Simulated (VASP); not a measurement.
BaTiO3, 5 atoms in the cell. Symmetry: Amm2, No. 38, orthorhombic system. The conventional cell has a = 4.048 Å, b = 5.804 Å, c = 5.772 Å, α = 90.00°, β = 90.00°, γ = 90.00°. Ba (site symmetry mm2) has 12 O at 2.79 to 2.98 Å and 8 Ti at 3.47 to 3.58 Å within 3.7 Å. Within 2.5 Å of Ti (site symmetry mm2) lie 6 O at 1.90 to 2.20 Å. Within 3.0 Å of O (site symmetry mm2) lie 2 Ti at 2.03 Å and 4 Ba at 2.79 to 2.98 Å and 8 O at 2.85 to 2.90 Å. Within 2.5 Å of O (site symmetry m) lie 2 Ti at 1.90 to 2.20 Å.  This cell differs from its parent crystal: strain +0.0100 x Voigt [1, 1, 0, 0, 0, 0].

```yaml
Program: VASP 6.6.1
Task: single point
Functional: PBE
Potentials_or_basis: VASP PAW PBE potentials, release 64 (Ba_sv, Ti_sv, O_h)
Cutoff: 1340 eV
k_mesh: 6 × 6 × 6
Occupations: gaussian, width 0.05 eV
Spin: no spin polarisation
Hubbard_terms: Ti d U = 4.0 eV
Dipole_correction: no
Further_INCAR_settings: ALGO = Normal; EDIFF = 1e-06; NBANDS = 28
```

Potentials or basis: VASP PAW PBE potentials, release 64 (Ba_sv, Ti_sv, O_h).

Command:

```bash
$ cat potpaw_PBE.64/Ba_sv/POTCAR potpaw_PBE.64/Ti_sv/POTCAR potpaw_PBE.64/O_h/POTCAR > POTCAR
$ mpirun -np 1 vasp_std > vasp.out
```

Hardware: 1 thread of Intel(R) Xeon(R) Platinum 8488C (Sapphire Rapids), on a shared host.

Task: How long does it take, and how much memory?

Result: Wall time 8.2 min on 1 thread of Intel(R) Xeon(R) Platinum 8488C (Sapphire Rapids) (shared host), peak memory 0.61 GiB. Counts: scf iterations 18, k points 52.
